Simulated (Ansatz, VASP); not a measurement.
## Two plane-wave programs on Y

```
CELL_PARAMETERS angstrom
3.65150 0.00000 0.00000
-1.82575 3.16229 0.00000
0.00000 0.00000 5.74740
ATOMIC_POSITIONS crystal
Y 0.33333 0.66667 0.25000
Y 0.66667 0.33333 0.75000
```

Alike in both runs: task single point; functional r2SCAN; k mesh 15 × 15 × 8; occupations gaussian, width 0.15 eV; no spin polarisation.

|  | VASP | Ansatz |
| --- | --- | --- |
| version | VASP 6.6.1 | Ansatz 0.2.0 |
| potentials or method | VASP PAW PBE potentials, release 64 (Y_sv), cutoff 550 eV | scalar-relativistic, plane waves, PAW |
| valence electrons in the cell | 22 | 22 |

|  | VASP | Ansatz | Ansatz less VASP |
| --- | --- | --- | --- |
| gap on the k mesh at the Fermi level (eV) | none | none | - |
| pressure (GPa) | 0.5 | 0.4 | -0.05 |
| traceless stress, the component that is largest in VASP (GPa) | -0.66 | -0.67 | -0.012 |

VASP's potentials were made for PBE, not for r2SCAN. A gap of «none» marks a metal or a gap that the smearing closes.
